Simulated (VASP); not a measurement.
# CdTe (F-43m) in VASP: notebook, part 2 of 2

VASP 6.6.1. Earlier steps stand in the parts before.

## Step 5: Relaxation of cell and atoms, PBE

File INCAR:

```
ALGO = Normal
EDIFF = 1E-6
EDIFFG = -0.005
ENCUT = 600
GGA = PE
IBRION = 2
ISIF = 3
ISMEAR = -1
LASPH = T
LCHARG = F
LREAL = F
LWAVE = F
NELM = 80
NSW = 32
PREC = Accurate
SIGMA = 0.05
```

File KPOINTS:

```
k-points
0
Gamma
  11 11 11
```

File POSCAR:

```
CdTe
1.0
    0.0000000000      3.3086917840      3.3086917840
    3.3086917840      0.0000000000      3.3086917840
    3.3086917840      3.3086917840      0.0000000000
Cd Te
1 1
Direct
    0.0000000000      0.0000000000      0.0000000000
    0.2500000000      0.2500000000      0.2500000000
```

Potentials or basis: VASP PAW PBE potentials, release 64 (Cd, Te).

Run with:

```bash
$ cat potpaw_PBE.64/Cd/POTCAR potpaw_PBE.64/Te/POTCAR > POTCAR
$ mpirun -np 1 vasp_std > vasp.out
```

OUTCAR:

```text
EDIFF = 1E-6
   EDIFFG = -0.005
   ENCUT = 600
   GGA = PE
   IBRION = 2
   ISIF = 3
   ISMEAR = -1
   LASPH = T
   LREAL = F
   NELM = 80
   NSW = 32
   PREC = Accurate

 ion  position               nearest neighbor table
   1  0.000  0.000  0.000-   2 2.87   2 2.87   2 2.87   2 2.87
   2  0.250  0.250  0.250-   1 2.87   1 2.87   1 2.87   1 2.87

  LATTYP: Found a face centered cubic cell.
 ALAT       =     6.6173835680

  Lattice vectors:

 A1 = (   0.0000000000,   3.3086917840,   3.3086917840)
 A2 = (   3.3086917840,   0.0000000000,   3.3086917840)
 A3 = (   3.3086917840,   3.3086917840,   0.0000000000)

Analysis of symmetry for initial positions (statically):
=====================================================================
 Subroutine PRICEL returns:
 Original cell was already a primitive cell.

 Routine SETGRP: Setting up the symmetry group for a
 face centered cubic supercell.

 Subroutine GETGRP returns: Found 24 space group operations
 (whereof 24 operations were pure point group operations)
 out of a pool of 48 trial point group operations.

The static configuration has the point symmetry T_d .

Analysis of symmetry for dynamics (positions and initial velocities):
=====================================================================
 Subroutine PRICEL returns:
 Original cell was already a primitive cell.

 Routine SETGRP: Setting up the symmetry group for a
 face centered cubic supercell.

 Subroutine GETGRP returns: Found 24 space group operations
 (whereof 24 operations were pure point group operations)
 out of a pool of 48 trial point group operations.

The dynamic configuration has the point symmetry T_d .

 Subroutine INISYM returns: Found 24 space group operations
 (whereof 24 operations are pure point group operations),
 and found     1 'primitive' translations

----------------------------------------------------------------------------------------

                                     Primitive cell

  volume of cell :      72.4434

  direct lattice vectors                    reciprocal lattice vectors
     0.000000000  3.308691784  3.308691784    -0.151117128  0.151117128  0.151117128
     3.308691784  0.000000000  3.308691784     0.151117128 -0.151117128  0.151117128
     3.308691784  3.308691784  0.000000000     0.151117128  0.151117128 -0.151117128

  length of vectors
     4.679196795  4.679196795  4.679196795     0.261742544  0.261742544  0.261742544

  position of ions in fractional coordinates (direct lattice)
     0.000000000  0.000000000  0.000000000
     0.250000000  0.250000000  0.250000000

  ion indices of the primitive-cell ions
   primitive index   ion index
                 1           1
                 2           2

----------------------------------------------------------------------------------------

 KPOINTS: k-points

Automatic generation of k-mesh.
 Grid dimensions read from file:
 generate k-points for:   11   11   11
[... 108 lines left out ...]
  ---------------------------------------------------
  ext. energy  EPLUGINS =         0.00000000
  ---------------------------------------------------
  free energy    TOTEN  =        -4.81257355 eV

  energy without entropy =       -4.81256318  energy(sigma->0) =       -4.81256837

------------------------ aborting loop because EDIFF is reached ----------------------------------------

  FORCE on cell =-STRESS in cart. coord.  units (eV):
  Direction    XX          YY          ZZ          XY          YZ          ZX
  --------------------------------------------------------------------------------------
  -------------------------------------------------------------------------------------
  Total        0.0394161      0.0394161      0.0394161      0.0000000     -0.0000000      0.0000000
  in kB        0.8717366      0.8717366      0.8717366      0.0000000     -0.0000000      0.0000000
  external PRESSURE =       0.8717366 kB  Pullay stress =       0.0000000 kB

 VOLUME and BASIS-vectors are now :
 -----------------------------------------------------------------------------
  energy-cutoff  :      600.00
  volume of cell :       72.44
      direct lattice vectors                 reciprocal lattice vectors
     0.000000000  3.308691784  3.308691784    -0.151117128  0.151117128  0.151117128
     3.308691784  0.000000000  3.308691784     0.151117128 -0.151117128  0.151117128
     3.308691784  3.308691784  0.000000000     0.151117128  0.151117128 -0.151117128

 POSITION                                       TOTAL-FORCE (eV/Angst)
 -----------------------------------------------------------------------------------
      0.00000      0.00000      0.00000         0.000000      0.000000      0.000000
      1.65435      1.65435      1.65435        -0.000000     -0.000000     -0.000000
 -----------------------------------------------------------------------------------
    total drift:                               -0.000000     -0.000000     -0.000000

  FREE ENERGIE OF THE ION-ELECTRON SYSTEM (eV)
  ---------------------------------------------------
  free  energy   TOTEN  =        -4.8125735543 eV

  energy  without entropy=       -4.8125631812  energy(sigma->0) =       -4.81256837

--------------------------------------- Ionic step        2  -------------------------------------------

 number of electron      18.0000001 magnetization

 Free energy of the ion-electron system (eV)
  ---------------------------------------------------
  ext. energy  EPLUGINS =         0.00000000
  ---------------------------------------------------
  free energy    TOTEN  =        -4.81261577 eV

  energy without entropy =       -4.81260457  energy(sigma->0) =       -4.81261017

 E-fermi :   2.1223     XC(G=0):  -8.2985

 val. band max:        1.7757416045   @ k =   0.0000   0.0000   0.0000
 cond. band min:       2.3515856148   @ k =   0.0000   0.0000   0.0000
 fundamental gap:      0.5758440104
 Fermi energy:         2.1222557111

 k-point     1 :       0.0000    0.0000    0.0000
  band No.  band energies     occupation
      1      -9.0456      2.00000
      2      -6.3071      2.00000
      3      -6.3071      2.00000
      4      -6.3071      2.00000
      5      -6.0920      2.00000
      6      -6.0920      2.00000
      7       1.7757      1.99805
      8       1.7757      1.99805
      9       1.7757      1.99805
     10       2.3516      0.02017
     11       6.4167      0.00000
     12       6.4167      0.00000
     13       6.4167      0.00000
[... 354 lines left out ...]
  band No.  band energies     occupation
      1      -8.8200      2.00000
      2      -6.2689      2.00000
      3      -6.2571      2.00000
      4      -6.1054      2.00000
      5      -6.0998      2.00000
      6      -6.0410      2.00000
      7      -0.9938      2.00000
      8       0.5183      2.00000
      9       1.4065      2.00000
     10       4.3814      0.00000
     11       6.5679      0.00000
     12       7.0406      0.00000
     13       7.2317      0.00000

 [... further k-points ...]

------------------------ aborting loop because EDIFF is reached ----------------------------------------

  FORCE on cell =-STRESS in cart. coord.  units (eV):
  Direction    XX          YY          ZZ          XY          YZ          ZX
  --------------------------------------------------------------------------------------
  -------------------------------------------------------------------------------------
  Total       -0.0008962     -0.0008962     -0.0008962     -0.0000000      0.0000000      0.0000000
  in kB       -0.0197637     -0.0197637     -0.0197637     -0.0000000      0.0000000      0.0000000
  external PRESSURE =      -0.0197637 kB  Pullay stress =       0.0000000 kB

 VOLUME and BASIS-vectors are now :
 -----------------------------------------------------------------------------
  energy-cutoff  :      600.00
  volume of cell :       72.65
      direct lattice vectors                 reciprocal lattice vectors
     0.000000000  3.311837584  3.311837584    -0.150973587  0.150973587  0.150973587
     3.311837584 -0.000000000  3.311837584     0.150973587 -0.150973587  0.150973587
     3.311837584  3.311837584  0.000000000     0.150973587  0.150973587 -0.150973587

 POSITION                                       TOTAL-FORCE (eV/Angst)
 -----------------------------------------------------------------------------------
      0.00000      0.00000      0.00000         0.000000      0.000000      0.000000
      1.65592      1.65592      1.65592        -0.000000     -0.000000     -0.000000
 -----------------------------------------------------------------------------------
    total drift:                               -0.000000     -0.000000     -0.000000

  FREE ENERGIE OF THE ION-ELECTRON SYSTEM (eV)
  ---------------------------------------------------
  free  energy   TOTEN  =        -4.8126157748 eV

  energy  without entropy=       -4.8126045734  energy(sigma->0) =       -4.81261017

 reached required accuracy - stopping structural energy minimisation
```

Run time: 1.9 min. Hardware: 1 thread of Intel Xeon 8259CL, shared host; peak memory 0.29 GiB.

Results:

```yaml
Free_energy: -4.8126 eV
Relaxed_volume: 36.33 Å³/atom
Relaxed_cell: a = 4.684 Å, b = 4.684 Å, c = 4.684 Å, α = 60.00°, β = 60.00°, γ = 60.00°
Space_group_after_relaxing_to_0.1_Å: F-43m (No. 216)
Energy_gained_by_relaxing: 0.0 meV/atom
Ionic_steps: 2
Pressure_after_relaxing: 0.0 GPa
Band_gap_on_the_k_mesh: 0.58 eV
```

Final structure:
```yaml
crystal:
  lattice:
    - [0.00000, 3.31184, 3.31184]
    - [3.31184, 0.00000, 3.31184]
    - [3.31184, 3.31184, 0.00000]
  atoms:
    - { symbol: Cd, position: [0.00000, 0.00000, 0.00000] }
    - { symbol: Te, position: [0.25000, 0.25000, 0.25000] }
```

Levels at points of the mesh, in eV from the valence-band top:
```
           k point  band 7  band 8  band 9  band 10  band 11  band 12
(0.00, 0.00, 0.00)    0.00    0.00    0.00     0.58     4.64     4.64
```

Caveat: spin-orbit coupling is left out, which moves the levels of the heavy elements.

## Step 6: The runs side by side

| task | spin | cell | cutoff (eV) | gap on the mesh (eV) | pressure (GPa) |
| --- | --- | --- | --- | --- | --- |
| single point | non-collinear, zero start, SOC | a = 4.682 Å, angles 60.0°, 2 atoms | 520 | - | 0.1 |
| single point | off | a = 4.679 Å, angles 60.0°, 2 atoms | 520 | 0.58 | 0.1 |
| single point | off | a = 4.740 Å, angles 60.0°, 2 atoms | 520 | 0.47 | -1.1 |
| relaxation of cell and atoms | off | relaxed from a = 4.679 Å, angles 60.0°, 2 atoms | 600 | 0.58 | 0.0 |

Alike in all rows: level PBE; potentials or basis VASP PAW PBE potentials, release 64 (Cd, Te); k mesh 11 × 11 × 11; smearing fermi-dirac 0.05 eV.

Caveats: spin-orbit coupling is left out, which moves the levels of the heavy elements (at least some runs).

Total energies depend on the potentials used, so only differences within one code and one set of settings carry meaning.
